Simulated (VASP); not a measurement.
A run of VASP 6.6.1:

INCAR

```
PREC = Accurate ; ENCUT = 600
EDIFF = 1E-6 ; ISMEAR = 0
SIGMA = 0.1 ; LREAL = False
LASPH = True ; NELM = 60
ALGO = Fast ; ISIF = 4
LWAVE = False ; LCHARG = False
GGA = PE ; IBRION = 2
NSW = 50 ; EDIFFG = -0.01
```

The input KPOINTS:

```
regular mesh
0
Gamma
  21 21 10
```

Contents of POSCAR:

```
Mn
1.0
    2.5058312166      0.0000000000      0.0000000000
   -1.2529156083      2.1701134912      0.0000000000
    0.0000000000      0.0000000000      4.0553322076
Mn
2
Direct
    0.6666666667      0.3333333333      0.7500000000
    0.3333333333      0.6666666667      0.2500000000
```

Potentials or basis: VASP PAW PBE potentials, release 64 (Mn_pv).

Run with:

```sh
$ cat potpaw_PBE.64/Mn_pv/POTCAR > POTCAR
$ mpirun -np 1 vasp_std > vasp.out
```

Hardware: 1 thread of AMD EPYC 9R45 96-Core Processor (Zen 5), with other jobs on the host.

Problem. Estimate the wall time of this run.

Solution. It took 60 s on 1 thread of AMD EPYC 9R45 96-Core Processor (Zen 5), with other jobs on the host, peak memory 0.19 GiB. Counts: scf iterations 15, k points 288, ion steps 1.
